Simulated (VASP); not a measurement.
# AgCl (P1) in VASP: notebook

AgCl is run at these levels: PBE; tasks: single point.

Everything below comes from runs of VASP 6.6.1. Logs are shortened: lines on timing, memory, paths and dates and some standing lists are left out, and cuts for length are marked.

**1. The cell of the first run**

The typed cell holds 16 atoms: a = 7.844 Å, b = 7.844 Å, c = 7.844 Å, α = 60.00°, β = 60.00°, γ = 60.00°.

**2. Single point, PBE**

The input, INCAR:

```
SYSTEM = AgCl
PREC = Accurate
ENCUT = 520
EDIFF = 1E-6
ISMEAR = -1
SIGMA = 0.112
LREAL = Auto
LASPH = .TRUE.
NELM = 80
ALGO = Normal
ISIF = 2
LWAVE = .FALSE.
LCHARG = .FALSE.
GGA = PE
NBANDS = 86
```

The input, KPOINTS:

```
regular mesh
0
G
  2 2 2
  0 0 0
```

The input, POSCAR:

```
AgCl
1.0
    0.0000000000      5.5463676253      5.5463676253
    5.5463676253      0.0000000000      5.5463676253
    5.5463676253      5.5463676253      0.0000000000
Ag Cl
8 8
Direct
   -0.0150722068     -0.0008219794      0.0018989005
    0.0146304763      0.0122905665      0.5008755618
   -0.0272367449      0.5012574333      0.0060421527
    0.0104094254      0.4785606868      0.5182473817
    0.5053065699     -0.0117747334     -0.0089676710
    0.5278472683     -0.0006548430      0.4820971455
    0.5071346131      0.5092855705     -0.0137657662
    0.4590731578      0.5093938395      0.5200721796
    0.2525288792      0.2677738117      0.2468608452
    0.2399068345      0.2275279219      0.7450902607
    0.2619998525      0.7469626573      0.2071008591
    0.2359244984      0.7315349926      0.7718359635
    0.7758006304      0.2745284126      0.2753078417
    0.7135713439      0.2665133471      0.7480481425
    0.7828297353      0.7499101720      0.2286964344
    0.7789872204      0.7262653275      0.7175643176
```

Potentials or basis: VASP PAW PBE potentials, release 64 (Ag, Cl).

The run is started by

```console
$ cat potpaw_PBE.64/Ag/POTCAR potpaw_PBE.64/Cl/POTCAR > POTCAR
$ mpirun -np 1 vasp_std > vasp.out
```

OUTCAR:

```text
SYSTEM = AgCl
   PREC = Accurate
   ENCUT = 520
   EDIFF = 1E-6
   ISMEAR = -1
   LREAL = Auto
   LASPH = .TRUE.
   NELM = 80
   ISIF = 2
   GGA = PE

 ion  position               nearest neighbor table
   1  0.985  0.999  0.002-  15 2.51  10 2.69  11 2.69  12 2.76  14 2.91  13 3.09
   2  0.015  0.012  0.501-  13 2.59   9 2.74  12 2.75  14 2.81  16 2.92  11 3.11
   3  0.973  0.501  0.006-  13 2.40  15 2.64  16 2.70  12 2.74   9 2.90  10 2.97
   4  0.010  0.479  0.518-  16 2.49  10 2.54   9 2.68  14 2.85  15 2.88  11 2.91
   5  0.505  0.988  0.991-  11 2.70  14 2.71  10 2.84  15 2.87  16 2.97   9 2.97
   6  0.528  0.999  0.482-  16 2.71  10 2.75  15 2.79   9 2.84  13 2.94  12 3.11
   7  0.507  0.509  0.986-  11 2.55  14 2.68  12 2.71  16 2.73   9 2.75  13 3.11
   8  0.459  0.509  0.520-  12 2.63  14 2.68  13 2.73  10 2.80  11 2.87
   9  0.253  0.268  0.247-   4 2.68   2 2.74   7 2.75   6 2.84   3 2.90   5 2.97
  10  0.240  0.228  0.745-   4 2.54   1 2.69   6 2.75   8 2.80   5 2.84   3 2.97
  11  0.262  0.747  0.207-   7 2.55   1 2.69   5 2.70   8 2.87   4 2.91   2 3.11
  12  0.236  0.732  0.772-   8 2.63   7 2.71   3 2.74   2 2.75   1 2.76   6 3.11
  13  0.776  0.275  0.275-   3 2.40   2 2.59   8 2.73   6 2.94   1 3.09   7 3.11
  14  0.714  0.267  0.748-   8 2.68   7 2.68   5 2.71   2 2.81   4 2.85   1 2.91
  15  0.783  0.750  0.229-   1 2.51   3 2.64   6 2.79   5 2.87   4 2.88
  16  0.779  0.726  0.718-   4 2.49   3 2.70   6 2.71   7 2.73   2 2.92   5 2.97

  LATTYP: Found a face centered cubic cell.
 ALAT       =    11.0927352506

  Lattice vectors:

 A1 = (   0.0000000000,   5.5463676253,   5.5463676253)
 A2 = (   5.5463676253,   0.0000000000,   5.5463676253)
 A3 = (   5.5463676253,   5.5463676253,   0.0000000000)

Analysis of symmetry for initial positions (statically):
=====================================================================
 Subroutine PRICEL returns:
 Original cell was already a primitive cell.

 Routine SETGRP: Setting up the symmetry group for a
 face centered cubic supercell.

 Subroutine GETGRP returns: Found  1 space group operations
 (whereof  1 operations were pure point group operations)
 out of a pool of 48 trial point group operations.

The static configuration has the point symmetry C_1 .

Analysis of symmetry for dynamics (positions and initial velocities):
=====================================================================
 Subroutine PRICEL returns:
 Original cell was already a primitive cell.

 Routine SETGRP: Setting up the symmetry group for a
 face centered cubic supercell.

 Subroutine GETGRP returns: Found  1 space group operations
 (whereof  1 operations were pure point group operations)
 out of a pool of 48 trial point group operations.

The dynamic configuration has the point symmetry C_1 .

 Subroutine INISYM returns: Found  1 space group operations
 (whereof  1 operations are pure point group operations),
 and found     1 'primitive' translations

----------------------------------------------------------------------------------------

                                     Primitive cell

  volume of cell :     341.2369

  direct lattice vectors                    reciprocal lattice vectors
     0.000000000  5.546367625  5.546367625    -0.090149091  0.090149091  0.090149091
     5.546367625  0.000000000  5.546367625     0.090149091 -0.090149091  0.090149091
     5.546367625  5.546367625  0.000000000     0.090149091  0.090149091 -0.090149091

  length of vectors
     7.843748318  7.843748318  7.843748318     0.156142806  0.156142806  0.156142806

  position of ions in fractional coordinates (direct lattice)
     0.984927793  0.999178021  0.001898901
     0.014630476  0.012290566  0.500875562
     0.972763255  0.501257433  0.006042153
     0.010409425  0.478560687  0.518247382
     0.505306570  0.988225267  0.991032329
     0.527847268  0.999345157  0.482097145
[... 8 lines left out ...]
     0.782829735  0.749910172  0.228696434
     0.778987220  0.726265328  0.717564318

  ion indices of the primitive-cell ions
   primitive index   ion index
                 1           1
                 2           2
                 3           3
                 4           4
                 5           5
                 6           6
[... 8 lines left out ...]
                15          15
                16          16

----------------------------------------------------------------------------------------

 KPOINTS: regular mesh

Automatic generation of k-mesh.
 Grid dimensions read from file:
 generate k-points for:    2    2    2

 Generating k-lattice:

  Cartesian coordinates                     Fractional coordinates (reciprocal lattice)
    -0.045074546  0.045074546  0.045074546     0.500000000  0.000000000  0.000000000
     0.045074546 -0.045074546  0.045074546     0.000000000  0.500000000  0.000000000
     0.045074546  0.045074546 -0.045074546     0.000000000  0.000000000  0.500000000

  Length of vectors
     0.078071403  0.078071403  0.078071403

  Shift w.r.t. Gamma in fractional coordinates (k-lattice)
     0.000000000  0.000000000  0.000000000

 Subroutine IBZKPT returns following result:
 ===========================================

 Found      8 irreducible k-points:

 Following reciprocal coordinates:
            Coordinates               Weight
  0.000000  0.000000  0.000000      1.000000
  0.500000  0.000000  0.000000      1.000000
  0.000000  0.500000  0.000000      1.000000
  0.000000  0.000000  0.500000      1.000000
  0.500000  0.500000  0.500000      1.000000
  0.500000  0.500000  0.000000      1.000000
  0.000000  0.500000  0.500000      1.000000
  0.500000  0.000000  0.500000      1.000000
   k-points           NKPTS =      8   k-points in BZ     NKDIM =      8   number of bands    NBANDS=     86
   number of dos      NEDOS =    301   number of ions     NIONS =     16
   total plane-waves  NPLWV = 216000
   dimension x,y,z NGX =    60 NGY =   60 NGZ =   60
   dimension x,y,z NGXF=   120 NGYF=  120 NGZF=  120
   ions per type =               8   8
   NGX,Y,Z   is equivalent  to a cutoff of  12.72, 12.72, 12.72 a.u.
   NGXF,Y,Z  is equivalent  to a cutoff of  25.43, 25.43, 25.43 a.u.
 SYSTEM =  AgCl
   PREC   = accura    normal or accurate (medium, high low for compatibility)
   ISTART =      0    job   : 0-new  1-cont  2-samecut
   ICHARG =      2    charge: 1-file 2-atom 10-const
   ISPIN  =      1    spin polarized calculation?
   LNONCOLLINEAR =      F non collinear calculations
   LSORBIT =      F    spin-orbit coupling
   LASPH  =      T    aspherical Exc in radial PAW
   ENCUT  =  520.0 eV  38.22 Ry    6.18 a.u.  14.58 14.58 14.58*2*pi/ulx,y,z
   NELM   =     80;   NELMIN=  2; NELMDL= -5     # of ELM steps
   EDIFF  = 0.1E-05   stopping-criterion for ELM
   LREAL  =      T    real-space projection
   EDIFFG = 0.1E-04   stopping-criterion for IOM
   NSW    =      0    number of steps for IOM
   IBRION =     -1    ionic relax: 0-MD 1-quasi-New 2-CG
   NFREE  =      0    steps in history (QN), initial steepest desc. (CG)
   ISIF   =      2    stress and relaxation
   ISYM   =      2    0-nonsym 1-usesym 2-fastsym
   POTIM  = 0.5000    time-step for ionic-motion
   TEBEG  =    0.0;   TEEND  =   0.0 temperature during run
   PSTRESS=    0.0 pullay stress
   NELECT =     144.0000    total number of electrons
   NUPDOWN=      -1.0000    fix difference up-down
   EMIN   =  10.00;   EMAX   =-10.00  energy-range for DOS
   EFERMI =   0.00;   METHOD = LEGACY
   ISMEAR =    -1;   SIGMA  =   0.11  broadening in eV -4-tet -1-fermi 0-gaus
   EFERMI_NEDOS =   21; number of points for ismear=-14 and -15
   IALGO  =     38    algorithm
   IMIX   =      4    mixing-type and parameters
     AMIX     =   0.40;   BMIX     =  1.00
     AMIX_MAG =   1.60;   BMIX_MAG =  1.00
  volume/ion in A,a.u.               =      21.33       143.92
  Fermi-wavevector in a.u.,A,eV,Ry     =   1.227940  2.320469 20.515350  1.507836
  Thomas-Fermi vector in A             =   2.362884
   LORBIT       =      0    0 simple, 1 ext, 2 COOP (PROOUT), +10 PAW based schemes
   GGA     = PE    functional components
   LHFCALC =     F    Hartree Fock is set to
   AEXX    =    0.0000 exact exchange contribution
   IVDW    =     0    specifies the selected vdW correction
   LEPSILON=     F    determine dielectric tensor
   LRPA    =     F    only Hartree local field effects (RPA)
 non-spin polarized calculation
  energy-cutoff  :      520.00
  volume of cell :      341.24
 maximum number of plane-waves:      9257
 NGX is ok and might be reduce to    60
   NGX = 29   NGY = 29   NGZ = 29

 number of electron     144.0000001 magnetization

 Free energy of the ion-electron system (eV)
  ---------------------------------------------------
  ext. energy  EPLUGINS =         0.00000000
  ---------------------------------------------------
  free energy    TOTEN  =       -42.45506845 eV

  energy without entropy =      -42.44086410  energy(sigma->0) =      -42.44796627

 E-fermi :   4.4604     XC(G=0):  -9.9524

 val. band max:        3.8870960696   @ k =   0.0000   0.0000   0.0000
 cond. band min:       4.8003484609   @ k =   0.0000   0.0000   0.0000
 fundamental gap:      0.9132523913
 Fermi energy:         4.4604128713

 k-point     1 :       0.0000    0.0000    0.0000
  band No.  band energies     occupation
      1     -11.4122      2.00000
      2     -11.0777      2.00000
      3     -11.0284      2.00000
      4     -10.9545      2.00000
      5     -10.8799      2.00000
      6     -10.8593      2.00000
[... 76 lines left out ...]
     83      10.3035      0.00000
     84      10.3107      0.00000

 k-point     2 :       0.5000    0.0000    0.0000
  band No.  band energies     occupation
      1     -11.2622      2.00000
      2     -11.1624      2.00000
      3     -11.0730      2.00000
      4     -10.9742      2.00000
      5     -10.9018      2.00000
      6     -10.8575      2.00000
[... 511 lines left out ...]
     83       9.8447      0.00000
     84      10.0324      0.00000

 k-point     8 :       0.5000    0.0000    0.5000
  band No.  band energies     occupation
      1     -11.2149      2.00000
      2     -11.1781      2.00000
      3     -11.0554      2.00000
      4     -10.9912      2.00000
      5     -10.9314      2.00000
      6     -10.8838      2.00000
[... 76 lines left out ...]
     83       9.9394      0.00000
     84      10.0669      0.00000
 [bands above 84 left out]

------------------------ aborting loop because EDIFF is reached ----------------------------------------

  FORCE on cell =-STRESS in cart. coord.  units (eV):
  Direction    XX          YY          ZZ          XY          YZ          ZX
  --------------------------------------------------------------------------------------
  -------------------------------------------------------------------------------------
  Total        6.4852803      5.8583875      6.2488358      0.2481138     -0.4111782     -0.0330678
  in kB       30.4497254     27.5063350     29.3395700      1.1649452     -1.9305661     -0.1552603
  external PRESSURE =      29.0985435 kB  Pullay stress =       0.0000000 kB

 VOLUME and BASIS-vectors are now :
 -----------------------------------------------------------------------------
  energy-cutoff  :      520.00
  volume of cell :      341.24
      direct lattice vectors                 reciprocal lattice vectors
     0.000000000  5.546367625  5.546367625    -0.090149091  0.090149091  0.090149091
     5.546367625  0.000000000  5.546367625     0.090149091 -0.090149091  0.090149091
     5.546367625  5.546367625  0.000000000     0.090149091  0.090149091 -0.090149091

 POSITION                                       TOTAL-FORCE (eV/Angst)
 -----------------------------------------------------------------------------------
      5.55234      5.47330     11.00458         0.187821     -0.160502      0.316610
      2.84621      2.85919      0.14931        -0.091365      0.296360     -0.040181
      2.81367      5.42881      8.17546        -0.275984      0.011137      0.855114
      5.52866      2.93212      2.71201        -0.514851     -0.451454      0.076290
     10.97769      8.29925      8.28368         0.111582      0.060669     -0.012227
      8.21662      5.60152      8.47037        -0.057841     -0.177892     -0.015692
[... 8 lines left out ...]
      5.42771      5.61030      8.50114         0.682693     -0.285381     -0.358405
      8.00801      8.30042      8.34868         0.595280     -0.246143      0.223410
 -----------------------------------------------------------------------------------
    total drift:                                0.003007      0.001781     -0.000187

  FREE ENERGIE OF THE ION-ELECTRON SYSTEM (eV)
  ---------------------------------------------------
  free  energy   TOTEN  =       -42.4550684474 eV

  energy  without entropy=      -42.4408641026  energy(sigma->0) =      -42.44796627
```

Run time: 3.6 min. Hardware: 1 thread of Intel Xeon 6975P-C (Granite Rapids), shared host; peak memory 0.54 GiB.

What came out:

```yaml
Free_energy: -42.4551 eV
Pressure: 2.9 GPa
Largest_force: 1.169 eV/Å
Band_gap_on_the_k_mesh: 0.91 eV
```

Forces in eV/Å, atoms in the order of the input:
```
Ag   0.188 -0.161  0.317
Ag  -0.091  0.296 -0.040
Ag  -0.276  0.011  0.855
Ag  -0.515 -0.451  0.076
Ag   0.112  0.061 -0.012
Ag  -0.058 -0.178 -0.016
Ag  -0.238  0.195 -0.088
Ag  -0.074 -0.209  0.126
Cl  -0.266  0.411 -0.124
Cl  -0.102  0.540 -0.058
Cl   0.485  0.526  0.338
Cl  -0.341 -0.632  0.121
Cl  -0.191 -0.246 -1.127
Cl   0.090  0.367 -0.233
Cl   0.683 -0.285 -0.358
Cl   0.595 -0.246  0.223
```

Caveat: the k points lie up to 0.49 Å⁻¹ apart; the atoms stand as in a frame of molecular dynamics; forces of over 1 eV/Å act on the atoms, so gaps and moduli don't describe the material at rest.

**3. Single point, PBE**

The input, INCAR:

```
PREC = Accurate ; ENCUT = 520
EDIFF = 1E-7 ; ISMEAR = -1
SIGMA = 0.112 ; LREAL = Auto
LASPH = True ; NELM = 60
ALGO = Normal ; ISIF = 2
LWAVE = False ; LCHARG = False
GGA = PE ; NBANDS = 86
```

The input, KPOINTS:

```
regular mesh
0
Gamma
  2 2 2
```

The input, POSCAR:

```
AgCl
1.0
    0.0000000000      5.5463676253      5.5463676253
    5.5463676253      0.0000000000      5.5463676253
    5.5463676253      5.5463676253      0.0000000000
Ag Cl
8 8
Direct
   -0.0292699675      0.0032129136      0.0033755426
    0.0492288861      0.0258144627      0.4992280871
   -0.0293228850      0.4919876727      0.0027719944
    0.0176939227      0.4537721208      0.5326574435
    0.5022202256     -0.0260804926     -0.0108983039
    0.5518152973     -0.0024258219      0.4653989195
    0.5228048690      0.4978065261     -0.0171595189
    0.4305178923      0.5230595402      0.5323018053
    0.2613621379      0.2665864580      0.2572791052
    0.2358959211      0.1937216522      0.7501869297
    0.2535974164      0.7393879701      0.1992865556
    0.2409886236      0.7177860843      0.7576386536
    0.7814532488      0.2852831090      0.3136173289
    0.6662673212      0.2709201051      0.7608789725
    0.7703757285      0.7664308043      0.2286972458
    0.7845262510      0.7212350984      0.7018865793
```

Potentials or basis: VASP PAW PBE potentials, release 64 (Ag, Cl).

The run is started by

```console
$ cat potpaw_PBE.64/Ag/POTCAR potpaw_PBE.64/Cl/POTCAR > POTCAR
$ mpirun -np 1 vasp_std > vasp.out
```

Run time: 3.9 min. Hardware: 1 thread of Intel Xeon 6975P-C (Granite Rapids), shared host; peak memory 0.54 GiB.

The run converged. Its results:

```
Free energy            : -41.8450 eV
Pressure               : 4.4 GPa
Largest force          : 1.394 eV/Å
Band gap on the k mesh : 0.98 eV (least direct gap 1.02 eV)
```

Forces in eV/Å, atoms in the order of the input:
```
Ag   0.095 -0.210  0.373
Ag  -0.010  0.267 -0.465
Ag  -0.232 -0.179  0.872
Ag  -0.331 -0.816  0.102
Ag   0.096  0.112 -0.140
Ag   0.158 -0.240  0.082
Ag  -0.003  0.166 -0.013
Ag  -1.253 -0.601  0.115
Cl  -0.364  0.160  0.247
Cl  -0.001  0.884  0.005
Cl   0.319  0.681  0.478
Cl   1.081 -0.467 -0.171
Cl  -0.425 -0.533 -1.077
Cl   0.046  1.066 -0.135
Cl   0.167 -0.325 -0.438
Cl   0.658  0.034  0.166
```

Stress tensor (GPa, compression positive):
```
 5.08  0.34 -0.18
 0.34  4.36 -0.70
-0.18 -0.70  3.65
```

Levels at points of the mesh, in eV from the valence-band top:
| k point | band 70 | band 71 | band 72 | band 73 | band 74 | band 75 |
| --- | --- | --- | --- | --- | --- | --- |
| (0.00, 0.00, 0.00) | -0.15 | -0.07 | -0.04 | 0.98 | 2.70 | 2.91 |
| (0.50, 0.00, 0.00) | -0.55 | -0.37 | -0.29 | 2.64 | 2.85 | 3.73 |
| (0.00, 0.50, 0.00) | -0.58 | -0.44 | -0.23 | 2.59 | 2.80 | 3.65 |
| (0.00, 0.00, 0.50) | -0.53 | -0.41 | -0.32 | 2.64 | 2.74 | 3.49 |
| (0.50, 0.50, 0.50) | -0.45 | -0.38 | -0.33 | 2.62 | 2.84 | 3.74 |
| (0.50, 0.50, 0.00) | -0.17 | -0.11 | -0.02 | 3.06 | 3.26 | 3.61 |
| (0.00, 0.50, 0.50) | -0.24 | -0.12 | 0.00 | 3.15 | 3.22 | 3.89 |
| (0.50, 0.00, 0.50) | -0.22 | -0.11 | -0.01 | 3.12 | 3.29 | 3.95 |

Caveat: the k points lie up to 0.49 Å⁻¹ apart; the atoms stand as in a frame of molecular dynamics; forces of over 1 eV/Å act on the atoms, so gaps and moduli don't describe the material at rest. A k mesh can miss the band edges.
